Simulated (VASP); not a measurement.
# Re: single point with PBE

Re:

```
Re
1.0
     2.77687    0.00000    0.00000
    -1.38844    2.40484    0.00000
     0.00000    0.00000    4.47881
Re
2
Direct
  0.33333 0.66667 0.25000
  0.66667 0.33333 0.75000
```

| Quantity | Value |
| --- | --- |
| Program | VASP 6.6.1 |
| Task | single point |
| Functional | PBE |
| Potentials or basis | VASP PAW PBE potentials, release 64 (Re) |
| Cutoff | 520 eV |
| k mesh | 13 × 13 × 7 |
| Occupations | methfessel-paxton, width 0.3 eV |
| Spin | no spin polarisation |

| Item | Value |
| --- | --- |
| Pressure | -0.8 GPa |
| Band gap on the k mesh | zero (band 7 reaches 8.84 eV, above the bottom of band 8 at 6.14 eV) |

Stress tensor (GPa, compression positive):
```
-0.82  0.00  0.00
 0.00 -0.82  0.00
 0.00  0.00 -0.66
```

Levels at points of the mesh, in eV from the Fermi level:
| k point | band 3 | band 4 | band 5 | band 6 | band 7 | band 8 | band 9 | band 10 | band 11 | band 12 |
| --- | --- | --- | --- | --- | --- | --- | --- | --- | --- | --- |
| (0.00, 0.00, 0.00) | -1.53 | -1.53 | -1.51 | -0.71 | -0.71 | 0.19 | 0.19 | 0.61 | 3.30 | 3.30 |

Wall time 31 s on 1 thread of AMD EPYC 7R13 Processor (Zen 3), on a shared host, peak memory 0.14 GiB.

Caveat: spin-orbit coupling is left out, which moves the levels of the heavy elements.
